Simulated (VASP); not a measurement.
# Mo (I4/mmm) in VASP: further runs

Mo is run at these levels: PBEsol; tasks: single point.

Everything below comes from runs of VASP 6.6.1. Logs are shortened: lines on timing, memory, paths and dates and some standing lists are left out, and cuts for length are marked.

### Step 1. The cell of the first run

It takes space group I4/mmm (No. 139, tetragonal). The conventional cell has a = 3.208 Å, b = 3.208 Å, c = 3.286 Å, α = 90.00°, β = 90.00°, γ = 90.00°. Within 3.7 Å of Mo (site symmetry 4/mmm) lie 14 Mo at 2.80 to 3.29 Å.

### Step 2. Single point, PBEsol (strain +0.025 along x and y, +0.050 along z)

Contents of INCAR:

```
ALGO = Fast ; EDIFF = 1E-7
ENCUT = 520 ; GGA = PS
ISIF = 2 ; ISMEAR = 0
LASPH = T ; LCHARG = F
LREAL = F ; LWAVE = F
NBANDS = 13 ; NELM = 80
PREC = Accurate ; SIGMA = 0.15
```

Contents of KPOINTS:

```
k-points
0
Gamma
  26 26 26
```

Contents of POSCAR:

```
Mo
1.0
   -1.6037697628      1.6037697628      1.6428860985
    1.6037697628     -1.6037697628      1.6428860985
    1.6037697628      1.6037697628     -1.6428860985
Mo
1
Direct
    0.0000000000      0.0000000000      0.0000000000
```

Potentials or basis: VASP PAW PBE potentials, release 64 (Mo_sv).

Command:

```bash
> cat potpaw_PBE.64/Mo_sv/POTCAR > POTCAR
> mpirun -np 1 vasp_std > vasp.out
```

OUTCAR:

```text
EDIFF = 1E-7
   ENCUT = 520
   GGA = PS
   ISIF = 2
   ISMEAR = 0
   LASPH = T
   LREAL = F
   NELM = 80
   PREC = Accurate

 ion  position               nearest neighbor table
   1  0.000  0.000  0.000-

  LATTYP: Found a body centered tetragonal cell.
 ALAT       =     3.2075395256
 C/A-ratio  =     1.0243902439

  Lattice vectors:

 A1 = (  -1.6037697628,   1.6037697628,   1.6428860985)
 A2 = (   1.6037697628,  -1.6037697628,   1.6428860985)
 A3 = (   1.6037697628,   1.6037697628,  -1.6428860985)

Analysis of symmetry for initial positions (statically):
=====================================================================
 Subroutine PRICEL returns:
 Original cell was already a primitive cell.

 Routine SETGRP: Setting up the symmetry group for a
 body centered tetragonal supercell.

 Subroutine GETGRP returns: Found 16 space group operations
 (whereof 16 operations were pure point group operations)
 out of a pool of 16 trial point group operations.

The static configuration has the point symmetry D_4h.

Analysis of symmetry for dynamics (positions and initial velocities):
=====================================================================
 Subroutine PRICEL returns:
 Original cell was already a primitive cell.

 Routine SETGRP: Setting up the symmetry group for a
 body centered tetragonal supercell.

 Subroutine GETGRP returns: Found 16 space group operations
 (whereof 16 operations were pure point group operations)
 out of a pool of 16 trial point group operations.

The dynamic configuration has the point symmetry D_4h.

 Subroutine INISYM returns: Found 16 space group operations
 (whereof 16 operations are pure point group operations),
 and found     1 'primitive' translations

----------------------------------------------------------------------------------------

                                     Primitive cell

  volume of cell :      16.9025

  direct lattice vectors                    reciprocal lattice vectors
    -1.603769763  1.603769763  1.642886099     0.000000000  0.311765449  0.304342462
     1.603769763 -1.603769763  1.642886099     0.311765449  0.000000000  0.304342462
     1.603769763  1.603769763 -1.642886099     0.311765449  0.311765449  0.000000000

  length of vectors
     2.800576661  2.800576661  2.800576661     0.435685700  0.435685700  0.440902926

  position of ions in fractional coordinates (direct lattice)
     0.000000000  0.000000000  0.000000000

  ion indices of the primitive-cell ions
   primitive index   ion index
                 1           1

----------------------------------------------------------------------------------------

 KPOINTS: k-points

Automatic generation of k-mesh.
 Grid dimensions read from file:
 generate k-points for:   26   26   26

 Generating k-lattice:

  Cartesian coordinates                     Fractional coordinates (reciprocal lattice)
     0.000000000  0.011990979  0.011705479     0.038461538  0.000000000 -0.000000000
     0.011990979  0.000000000  0.011705479     0.000000000  0.038461538 -0.000000000
     0.011990979  0.011990979  0.000000000     0.000000000  0.000000000  0.038461538

  Length of vectors
     0.016757142  0.016757142  0.016957805

  Shift w.r.t. Gamma in fractional coordinates (k-lattice)
     0.000000000  0.000000000  0.000000000

 Subroutine IBZKPT returns following result:
 ===========================================

 Found   1330 irreducible k-points:

 Following reciprocal coordinates:
            Coordinates               Weight
  0.000000  0.000000  0.000000      1.000000
  0.038462  0.000000  0.000000      8.000000
  0.076923  0.000000  0.000000      8.000000
  0.115385  0.000000 -0.000000      8.000000
  0.153846  0.000000 -0.000000      8.000000
  0.192308  0.000000 -0.000000      8.000000
[... 16 lines left out ...]
  0.346154  0.038462 -0.000000     16.000000
  0.384615  0.038462 -0.000000     16.000000
 [... further k-points ...]
   k-points           NKPTS =   1330   k-points in BZ     NKDIM =   1330   number of bands    NBANDS=     13
   number of dos      NEDOS =    301   number of ions     NIONS =      1
   total plane-waves  NPLWV =  13824
   dimension x,y,z NGX =    24 NGY =   24 NGZ =   24
   dimension x,y,z NGXF=    48 NGYF=   48 NGZF=   48
   ions per type =               1
   NGX,Y,Z   is equivalent  to a cutoff of  14.25, 14.25, 14.25 a.u.
   NGXF,Y,Z  is equivalent  to a cutoff of  28.49, 28.49, 28.49 a.u.
 SYSTEM =  unknown system
   PREC   = accura    normal or accurate (medium, high low for compatibility)
   ISTART =      0    job   : 0-new  1-cont  2-samecut
   ICHARG =      2    charge: 1-file 2-atom 10-const
   ISPIN  =      1    spin polarized calculation?
   LNONCOLLINEAR =      F non collinear calculations
   LSORBIT =      F    spin-orbit coupling
   LASPH  =      T    aspherical Exc in radial PAW
   ENCUT  =  520.0 eV  38.22 Ry    6.18 a.u.   5.21  5.21  5.21*2*pi/ulx,y,z
   NELM   =     80;   NELMIN=  2; NELMDL= -5     # of ELM steps
   EDIFF  = 0.1E-06   stopping-criterion for ELM
   LREAL  =      F    real-space projection
   EDIFFG = 0.1E-05   stopping-criterion for IOM
   NSW    =      0    number of steps for IOM
   IBRION =     -1    ionic relax: 0-MD 1-quasi-New 2-CG
   NFREE  =      0    steps in history (QN), initial steepest desc. (CG)
   ISIF   =      2    stress and relaxation
   ISYM   =      2    0-nonsym 1-usesym 2-fastsym
   POTIM  = 0.5000    time-step for ionic-motion
   TEBEG  =    0.0;   TEEND  =   0.0 temperature during run
   PSTRESS=    0.0 pullay stress
   NELECT =      14.0000    total number of electrons
   NUPDOWN=      -1.0000    fix difference up-down
   EMIN   =  10.00;   EMAX   =-10.00  energy-range for DOS
   EFERMI =   0.00;   METHOD = LEGACY
   ISMEAR =     0;   SIGMA  =   0.15  broadening in eV -4-tet -1-fermi 0-gaus
   EFERMI_NEDOS =   21; number of points for ismear=-14 and -15
   IALGO  =     68    algorithm
   IMIX   =      4    mixing-type and parameters
     AMIX     =   0.40;   BMIX     =  1.00
     AMIX_MAG =   1.60;   BMIX_MAG =  1.00
  volume/ion in A,a.u.               =      16.90       114.06
  Fermi-wavevector in a.u.,A,eV,Ry     =   1.537448  2.905355 32.160708  2.363745
  Thomas-Fermi vector in A             =   2.643955
   LORBIT       =      0    0 simple, 1 ext, 2 COOP (PROOUT), +10 PAW based schemes
   GGA     = PS    functional components
   LHFCALC =     F    Hartree Fock is set to
   AEXX    =    0.0000 exact exchange contribution
   IVDW    =     0    specifies the selected vdW correction
   LEPSILON=     F    determine dielectric tensor
   LRPA    =     F    only Hartree local field effects (RPA)
 non-spin polarized calculation
 RMM-DIIS sequential band-by-band and
 Gauss-broadening in eV      SIGMA  =   0.15
  energy-cutoff  :      520.00
  volume of cell :       16.90
 maximum number of plane-waves:       474
 NGX is ok and might be reduce to    24
   NGX = 11   NGY = 11   NGZ = 11

 number of electron      13.9999999 magnetization

 Free energy of the ion-electron system (eV)
  ---------------------------------------------------
  ext. energy  EPLUGINS =         0.00000000
  ---------------------------------------------------
  free energy    TOTEN  =       -11.66242810 eV

  energy without entropy =      -11.65528146  energy(sigma->0) =      -11.65885478

 E-fermi :  11.2295     XC(G=0): -13.0924

 val. band max:       11.2279705579   @ k =  -0.1923   0.1923   0.1923
 cond. band min:      11.2298981025   @ k =  -0.1538   0.3077   0.1154
 fundamental gap:      0.0019275446
 Fermi energy:        11.2294542019

 k-point     1 :       0.0000    0.0000    0.0000
  band No.  band energies     occupation
      1     -49.9514      2.00000
      2     -23.4027      2.00000
      3     -23.3953      2.00000
      4     -23.3953      2.00000
      5       4.2377      2.00000
      6       9.9460      2.00000
      7       9.9460      2.00000
      8      10.1908      2.00000
      9      12.5920      0.00000
     10      12.9005      0.00000
     11      25.6446      0.00000
     12      26.0763      0.00000
     13      26.0763      0.00000

 k-point     2 :       0.0385    0.0000    0.0000
  band No.  band energies     occupation
      1     -49.9487      2.00000
      2     -23.4166      2.00000
      3     -23.4005      2.00000
      4     -23.3983      2.00000
      5       4.2979      2.00000
      6       9.9425      2.00000
      7       9.9519      2.00000
      8      10.2077      2.00000
      9      12.5561      0.00000
     10      12.8871      0.00000
     11      25.7259      0.00000
     12      26.1486      0.00000
     13      26.1761      0.00000

 k-point     3 :       0.0769    0.0000    0.0000
  band No.  band energies     occupation
      1     -49.9406      2.00000
      2     -23.4658      2.00000
      3     -23.4157      2.00000
      4     -23.3989      2.00000
      5       4.4752      2.00000
      6       9.9085      2.00000
      7       9.9281      2.00000
      8      10.3218      2.00000
      9      12.4516      0.00000
     10      12.8629      0.00000
     11      25.9223      0.00000
     12      26.3690      0.00000
     13      26.4716      0.00000
[... 305 lines left out ...]
 k-point    23 :       0.3462    0.0385   -0.0000
  band No.  band energies     occupation
      1     -49.7912      2.00000
      2     -24.3198      2.00000
      3     -23.6888      2.00000
      4     -23.4059      2.00000
      5       6.5550      2.00000
      6       8.5455      2.00000
      7      10.7920      1.99996
      8      12.5361      0.00000
      9      13.1387      0.00000
     10      14.2640      0.00000
     11      23.5506      0.00000
     12      24.1851      0.00000
     13      29.7482      0.00000

 k-point    24 :       0.3846    0.0385   -0.0000
  band No.  band energies     occupation
      1     -49.7757      2.00000
      2     -24.4028      2.00000
      3     -23.7166      2.00000
      4     -23.4063      2.00000
      5       6.5007      2.00000
      6       8.4241      2.00000
      7      11.3750      0.16994
      8      12.6161      0.00000
      9      13.2542      0.00000
     10      14.8508      0.00000
     11      22.7353      0.00000
     12      23.6633      0.00000
     13      28.7832      0.00000

 [... further k-points ...]

------------------------ aborting loop because EDIFF is reached ----------------------------------------

  FORCE on cell =-STRESS in cart. coord.  units (eV):
  Direction    XX          YY          ZZ          XY          YZ          ZX
  --------------------------------------------------------------------------------------
  -------------------------------------------------------------------------------------
  Total       -2.0890661     -2.0890661     -2.7387313      0.0000000      0.0000000      0.0000000
  in kB     -198.0210109   -198.0210109   -259.6022869      0.0000000      0.0000000      0.0000000
  external PRESSURE =    -218.5481029 kB  Pullay stress =       0.0000000 kB

 VOLUME and BASIS-vectors are now :
 -----------------------------------------------------------------------------
  energy-cutoff  :      520.00
  volume of cell :       16.90
      direct lattice vectors                 reciprocal lattice vectors
    -1.603769763  1.603769763  1.642886099     0.000000000  0.311765449  0.304342462
     1.603769763 -1.603769763  1.642886099     0.311765449  0.000000000  0.304342462
     1.603769763  1.603769763 -1.642886099     0.311765449  0.311765449  0.000000000

 POSITION                                       TOTAL-FORCE (eV/Angst)
 -----------------------------------------------------------------------------------
      0.00000      0.00000      0.00000        -0.000000      0.000000      0.000000
 -----------------------------------------------------------------------------------
    total drift:                                0.000000      0.000000      0.000000

  FREE ENERGIE OF THE ION-ELECTRON SYSTEM (eV)
  ---------------------------------------------------
  free  energy   TOTEN  =       -11.6624281040 eV

  energy  without entropy=      -11.6552814628  energy(sigma->0) =      -11.65885478
```

It took 7.7 min on 1 thread of Intel Xeon 8259CL, shared host; peak memory 0.38 GiB.

What came out:

```yaml
Free_energy: -11.6624 eV
Pressure: -21.9 GPa
Band_gap_on_the_k_mesh: zero (bands 7 and 8 overlap by 4.62 eV)
```

Caveat: the cell differs from its parent crystal (strain +0.025 along x and y, +0.050 along z); the cell stands under tension; the PAW data sets were made with another functional, which shifts forces and pressure a little.

### Step 3. Single point, PBEsol (strain +0.050 along x and y, +0.025 along z)

Contents of INCAR:

```
SYSTEM = Mo
  ALGO = Fast
  EDIFF = 1E-6
  ENCUT = 520
  GGA = PS
  ISIF = 2
  ISMEAR = 0
  LASPH = .True.
  LCHARG = .True.
  LELF = .True.
  LREAL = .False.
  LVHAR = .True.
  LWAVE = .False.
  NBANDS = 13
  NELM = 80
  PREC = Accurate
  SIGMA = 0.15
```

Contents of KPOINTS:

```
k-points
0
Gamma
  26 26 26
  0 0 0
```

Contents of POSCAR:

```
Mo
1.0
   -1.6428860985      1.6428860985      1.6037697628
    1.6428860985     -1.6428860985      1.6037697628
    1.6428860985      1.6428860985     -1.6037697628
Mo
1
Direct
    0.0000000000      0.0000000000      0.0000000000
```

Potentials or basis: VASP PAW PBE potentials, release 64 (Mo_sv).

Command:

```bash
> cat potpaw_PBE.64/Mo_sv/POTCAR > POTCAR
> mpirun -np 1 vasp_std > vasp.out
```

It took 5.7 min on 1 thread of Intel Xeon 8259CL, shared host; peak memory 0.38 GiB.

It converged, with:

```
Free energy            : -11.6008 eV
Pressure               : -25.9 GPa
Band gap on the k mesh : zero (bands 7 and 8 overlap by 4.56 eV)
```

Stress tensor (GPa, compression positive):
```
-27.89   0.00   0.00
  0.00 -27.89   0.00
  0.00   0.00 -21.93
```

Levels at points of the mesh, in eV from the Fermi level:
| k point | band 5 | band 6 | band 7 | band 8 | band 9 | band 10 |
| --- | --- | --- | --- | --- | --- | --- |
| (0.00, 0.00, 0.00) | -6.90 | -1.32 | -1.08 | -1.08 | 1.32 | 1.63 |
| (0.50, 0.00, 0.00) | -4.75 | -3.02 | 1.36 | 1.52 | 2.11 | 4.13 |
| (0.50, 0.50, 0.00) | -4.73 | -2.76 | 1.19 | 1.26 | 1.91 | 4.08 |
| (0.50, 0.50, 0.50) | -4.74 | -4.68 | 3.45 | 3.45 | 3.52 | 8.09 |

Caveat: the cell differs from its parent crystal (strain +0.050 along x and y, +0.025 along z); the cell stands under tension; the PAW data sets were made with another functional, which shifts forces and pressure a little.
